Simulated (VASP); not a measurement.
# LaTe (Pm-3m) in VASP: single point with LDA

Aim: the single point of LaTe with LDA.

All numbers are computed with VASP 6.6.1; they aren't measurements. Logs are shortened: lines on timing, memory, paths and dates and some standing lists are left out, and cuts for length are marked.

## 1. The cell of the first run

Symmetry: Pm-3m, No. 221, cubic system. Conventional cell: a = 3.936 Å, b = 3.936 Å, c = 3.936 Å, α = 90.00°, β = 90.00°, γ = 90.00°. Within 4.5 Å of La (site symmetry m-3m) lie 8 Te at 3.41 Å and 6 La at 3.94 Å. Te (site symmetry m-3m) has 8 La at 3.41 Å and 6 Te at 3.94 Å within 4.5 Å.

## 2. Single point, LDA

INCAR

```
SYSTEM = LaTe
ALGO     = Normal         ! electronic algorithm
EDIFF    = 1E-6           ! SCF threshold, eV
ENCUT    = 520            ! plane-wave cutoff, eV
ISIF     = 2              ! what is computed and relaxed
ISMEAR   = -1             ! smearing method
LASPH    = .True.         ! aspherical terms in the spheres
LCHARG   = .False.        ! write CHGCAR
LREAL    = .False.        ! projectors in reciprocal space
LWAVE    = .False.        ! write WAVECAR
NBANDS   = 16             ! bands
NELM     = 100            ! most SCF steps
PREC     = Accurate       ! precision mode
SIGMA    = 0.05           ! smearing width, eV
```

KPOINTS

```
k-points
0
Gamma
  6 6 6
  0 0 0
```

POSCAR

```
LaTe
1.0
    3.9360920000      0.0000000000      0.0000000000
    0.0000000000      3.9360920000      0.0000000000
    0.0000000000      0.0000000000      3.9360920000
La Te
1 1
Direct
    0.0000000000      0.0000000000      0.0000000000
    0.5000000000      0.5000000000      0.5000000000
```

Potentials or basis: VASP PAW LDA potentials, release 64 (La, Te).

On the command line:

```console
> cat potpaw_LDA.64/La/POTCAR potpaw_LDA.64/Te/POTCAR > POTCAR
> mpirun -np 1 vasp_std > vasp.out
```

OUTCAR:

```text
SYSTEM = LaTe
   EDIFF = 1E-6
   ENCUT = 520
   ISIF = 2
   ISMEAR = -1
   LASPH = .True.
   LREAL = .False.
   NELM = 100
   PREC = Accurate

 ion  position               nearest neighbor table
   1  0.000  0.000  0.000-   2 3.41   2 3.41   2 3.41   2 3.41   2 3.41   2 3.41   2 3.41   2 3.41

   2  0.500  0.500  0.500-   1 3.41   1 3.41   1 3.41   1 3.41   1 3.41   1 3.41   1 3.41   1 3.41

  LATTYP: Found a simple cubic cell.
 ALAT       =     3.9360920000

  Lattice vectors:

 A1 = (   3.9360920000,   0.0000000000,   0.0000000000)
 A2 = (   0.0000000000,   3.9360920000,   0.0000000000)
 A3 = (   0.0000000000,   0.0000000000,   3.9360920000)

Analysis of symmetry for initial positions (statically):
=====================================================================
 Subroutine PRICEL returns:
 Original cell was already a primitive cell.

 Routine SETGRP: Setting up the symmetry group for a
 simple cubic supercell.

 Subroutine GETGRP returns: Found 48 space group operations
[... 9 lines left out ...]

 Routine SETGRP: Setting up the symmetry group for a
 simple cubic supercell.

 Subroutine GETGRP returns: Found 48 space group operations
[... 11 lines left out ...]
                                     Primitive cell

  volume of cell :      60.9812

  direct lattice vectors                    reciprocal lattice vectors
     3.936092000  0.000000000  0.000000000     0.254059102  0.000000000  0.000000000
     0.000000000  3.936092000  0.000000000     0.000000000  0.254059102  0.000000000
     0.000000000  0.000000000  3.936092000     0.000000000  0.000000000  0.254059102

  length of vectors
     3.936092000  3.936092000  3.936092000     0.254059102  0.254059102  0.254059102

  position of ions in fractional coordinates (direct lattice)
     0.000000000  0.000000000  0.000000000
     0.500000000  0.500000000  0.500000000

  ion indices of the primitive-cell ions
   primitive index   ion index
                 1           1
                 2           2

----------------------------------------------------------------------------------------

 KPOINTS: k-points

Automatic generation of k-mesh.
 Grid dimensions read from file:
 generate k-points for:    6    6    6

 Generating k-lattice:

  Cartesian coordinates                     Fractional coordinates (reciprocal lattice)
     0.042343184  0.000000000  0.000000000     0.166666667  0.000000000  0.000000000
     0.000000000  0.042343184  0.000000000     0.000000000  0.166666667  0.000000000
[... 49 lines left out ...]
   LSORBIT =      F    spin-orbit coupling
   LASPH  =      T    aspherical Exc in radial PAW
   ENCUT  =  520.0 eV  38.22 Ry    6.18 a.u.   7.32  7.32  7.32*2*pi/ulx,y,z
   NELM   =    100;   NELMIN=  2; NELMDL= -5     # of ELM steps
   EDIFF  = 0.1E-05   stopping-criterion for ELM
   LREAL  =      F    real-space projection
   EDIFFG = 0.1E-04   stopping-criterion for IOM
   NSW    =      0    number of steps for IOM
   IBRION =     -1    ionic relax: 0-MD 1-quasi-New 2-CG
   NFREE  =      0    steps in history (QN), initial steepest desc. (CG)
   ISIF   =      2    stress and relaxation
   ISYM   =      2    0-nonsym 1-usesym 2-fastsym
   POTIM  = 0.5000    time-step for ionic-motion
   TEBEG  =    0.0;   TEEND  =   0.0 temperature during run
   PSTRESS=    0.0 pullay stress
   NELECT =      17.0000    total number of electrons
   NUPDOWN=      -1.0000    fix difference up-down
   EMIN   =  10.00;   EMAX   =-10.00  energy-range for DOS
   EFERMI =   0.00;   METHOD = LEGACY
   ISMEAR =    -1;   SIGMA  =   0.05  broadening in eV -4-tet -1-fermi 0-gaus
   EFERMI_NEDOS =   21; number of points for ismear=-14 and -15
   IALGO  =     38    algorithm
   IMIX   =      4    mixing-type and parameters
     AMIX     =   0.40;   BMIX     =  1.00
     AMIX_MAG =   1.60;   BMIX_MAG =  1.00
  volume/ion in A,a.u.               =      30.49       205.76
  Fermi-wavevector in a.u.,A,eV,Ry     =   1.069447  2.020962 15.561210  1.143717
  Thomas-Fermi vector in A             =   2.205127
   LORBIT       =      0    0 simple, 1 ext, 2 COOP (PROOUT), +10 PAW based schemes
   GGA     = CA    functional components
   LHFCALC =     F    Hartree Fock is set to
   AEXX    =    0.0000 exact exchange contribution
   IVDW    =     0    specifies the selected vdW correction
   LEPSILON=     F    determine dielectric tensor
   LRPA    =     F    only Hartree local field effects (RPA)
 non-spin polarized calculation
  energy-cutoff  :      520.00
  volume of cell :       60.98
 maximum number of plane-waves:      1662
 NGX is ok and might be reduce to    30
   NGX = 15   NGY = 15   NGZ = 15

 number of electron      17.0000000 magnetization

 Free energy of the ion-electron system (eV)
  ---------------------------------------------------
  ext. energy  EPLUGINS =         0.00000000
  ---------------------------------------------------
  free energy    TOTEN  =       -12.37999198 eV

  energy without entropy =      -12.36439506  energy(sigma->0) =      -12.37219352

 E-fermi :   8.9598     XC(G=0): -10.2358

 val. band max:        8.8887419656   @ k =   0.3333   0.3333   0.0000
 cond. band min:       9.0461500321   @ k =   0.5000   0.3333   0.1667
 fundamental gap:      0.1574080665
 Fermi energy:         8.9597976611

 k-point     1 :       0.0000    0.0000    0.0000
  band No.  band energies     occupation
      1     -24.1853      2.00000
      2      -7.7236      2.00000
      3      -7.7236      2.00000
      4      -7.7236      2.00000
      5      -3.3067      2.00000
      6       7.4328      2.00000
[... 357 lines left out ...]
      3      -8.0911      2.00000
      4      -8.0911      2.00000
      5      -1.7651      2.00000
      6       4.0434      2.00000
[... 8 lines left out ...]
     15      10.4344      0.00000
     16      13.0288      0.00000

------------------------ aborting loop because EDIFF is reached ----------------------------------------

  FORCE on cell =-STRESS in cart. coord.  units (eV):
  Direction    XX          YY          ZZ          XY          YZ          ZX
  --------------------------------------------------------------------------------------
  -------------------------------------------------------------------------------------
  Total       -1.6024611     -1.6024611     -1.6024611      0.0000000     -0.0000000     -0.0000000
  in kB      -42.1019628    -42.1019628    -42.1019628      0.0000000     -0.0000000     -0.0000000
  external PRESSURE =     -42.1019628 kB  Pullay stress =       0.0000000 kB

 VOLUME and BASIS-vectors are now :
 -----------------------------------------------------------------------------
  energy-cutoff  :      520.00
  volume of cell :       60.98
      direct lattice vectors                 reciprocal lattice vectors
     3.936092000  0.000000000  0.000000000     0.254059102  0.000000000  0.000000000
     0.000000000  3.936092000  0.000000000     0.000000000  0.254059102  0.000000000
     0.000000000  0.000000000  3.936092000     0.000000000  0.000000000  0.254059102

 POSITION                                       TOTAL-FORCE (eV/Angst)
 -----------------------------------------------------------------------------------
      0.00000      0.00000      0.00000         0.000000      0.000000      0.000000
      1.96805      1.96805      1.96805         0.000000      0.000000      0.000000
 -----------------------------------------------------------------------------------
    total drift:                                0.000000     -0.000000     -0.000000

  FREE ENERGIE OF THE ION-ELECTRON SYSTEM (eV)
  ---------------------------------------------------
  free  energy   TOTEN  =       -12.3799919830 eV

  energy  without entropy=      -12.3643950596  energy(sigma->0) =      -12.37219352
```

OSZICAR:

```text
N       E                     dE             d eps       ncg     rms          rms(c)
DAV:   1     0.131770638708E+03    0.13177E+03   -0.58477E+03   640   0.130E+03
DAV:   2     0.174683321777E+01   -0.13002E+03   -0.11595E+03   784   0.192E+02
DAV:   3    -0.115140557831E+02   -0.13261E+02   -0.12907E+02   856   0.945E+01
DAV:   4    -0.123823923240E+02   -0.86834E+00   -0.84489E+00  1128   0.185E+01
DAV:   5    -0.124130315419E+02   -0.30639E-01   -0.30452E-01   824   0.291E+00    0.396E+00
DAV:   6    -0.123901899625E+02    0.22842E-01   -0.42625E-02  1096   0.214E+00    0.235E+00
DAV:   7    -0.123803780495E+02    0.98119E-02   -0.56218E-03   912   0.618E-01    0.282E-01
DAV:   8    -0.123800042483E+02    0.37380E-03   -0.11931E-03  1176   0.289E-01    0.104E-01
DAV:   9    -0.123799955456E+02    0.87027E-05   -0.20812E-04   920   0.731E-02    0.115E-02
DAV:  10    -0.123799935768E+02    0.19688E-05   -0.22231E-05  1008   0.378E-02    0.991E-03
DAV:  11    -0.123799920618E+02    0.15150E-05   -0.60071E-06   920   0.900E-03    0.400E-03
DAV:  12    -0.123799919830E+02    0.78783E-07   -0.50551E-07   696   0.825E-03
   1 F= -.12379992E+02 E0= -.12372194E+02  d E =-.155969E-01
```

stdout:

```text
POSCAR found type information on POSCAR LaTe
 POSCAR found :  2 types and       2 ions
 scaLAPACK will be used
 LDA part: xc-table for (Slater(with rela. corr.)+CA(PZ))
 , standard interpolation
 POSCAR, INCAR and KPOINTS ok, starting setup
 FFT: planning ... GRIDC
 FFT: planning ... GRID_SOFT
 FFT: planning ... GRID
 WAVECAR not read
 entering main loop
```

Wall time 12 s (1 thread of Intel Xeon Platinum 8488C (Sapphire Rapids), shared host); peak memory 0.17 GiB.

Results:

| Item | Value |
| --- | --- |
| Free energy | -12.3800 eV |
| Pressure | -4.2 GPa |

Caveat: spin-orbit coupling is left out, which moves the levels of the heavy elements.
